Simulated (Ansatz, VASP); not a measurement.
## InAs in VASP and in Ansatz

```
CELL_PARAMETERS angstrom
0.00000 3.02404 3.02404
3.02404 0.00000 3.02404
3.02404 3.02404 0.00000
ATOMIC_POSITIONS crystal
In 0.00000 0.00000 0.00000
As 0.25000 0.25000 0.25000
```

Change from the starting cell: hydrostatic strain -1.0%.

Alike in both runs: task single point; functional PBE; k mesh 8 × 8 × 8; occupations fermi-dirac, width 0.02 eV; no spin polarisation.

|  | VASP | Ansatz |
| --- | --- | --- |
| version | VASP 6.6.1 | Ansatz 0.2.0 |
| potentials or method | VASP PAW PBE potentials, release 64 (In_d, As) | plane waves, PAW |
| plane-wave cutoff (eV) | 520 | 420 |
| valence electrons in the cell | 18 | 28 |

VASP gave:

```
pressure (GPa) : 4.0
```

**Question.** Estimate Ansatz's values.

**Answer.** Pressure (GPa): 3.9.

The functional is the same, so the differences come from potentials, cutoffs and numerics. VASP's potentials hold 18 valence electrons a cell and Ansatz's 28, so a difference there can come from the potentials and not from the codes.
